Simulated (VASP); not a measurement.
Input of a VASP 6.6.1 run:

File INCAR:

```
PREC = Accurate
ENCUT = 520
EDIFF = 1E-6
ISMEAR = -1
SIGMA = 0.1
LREAL = F
LASPH = T
NELM = 60
ALGO = Normal
ISIF = 2
LWAVE = F
LCHARG = F
GGA = PS
NBANDS = 10
```

File KPOINTS:

```
regular mesh
0
Gamma
  19 19 18
```

File POSCAR:

```
Cl
1.0
    2.2355637988      0.0000000000      0.0000000000
   -1.1177818994      1.9360550415      0.0000000000
    0.0000000000      0.0000000000      1.9176190112
Cl
1
Direct
    0.0000000000      0.0000000000      0.0000000000
```

Potentials or basis: VASP PAW PBE potentials, release 64 (Cl).

The run is started by

```console
$ cat potpaw_PBE.64/Cl/POTCAR > POTCAR
$ mpirun -np 1 vasp_std > vasp.out
```

Problem. What does it give for the pressure?

Solution. 271.6 GPa.

Stress tensor (GPa, compression positive):
```
272.87   0.00   0.00
  0.00 272.87   0.00
  0.00   0.00 269.10
```

Caveat: the PAW data sets were made with another functional, which shifts forces and pressure a little; an odd number of electrons without spin polarisation forces a metal; a magnetic or distorted state may lie lower.
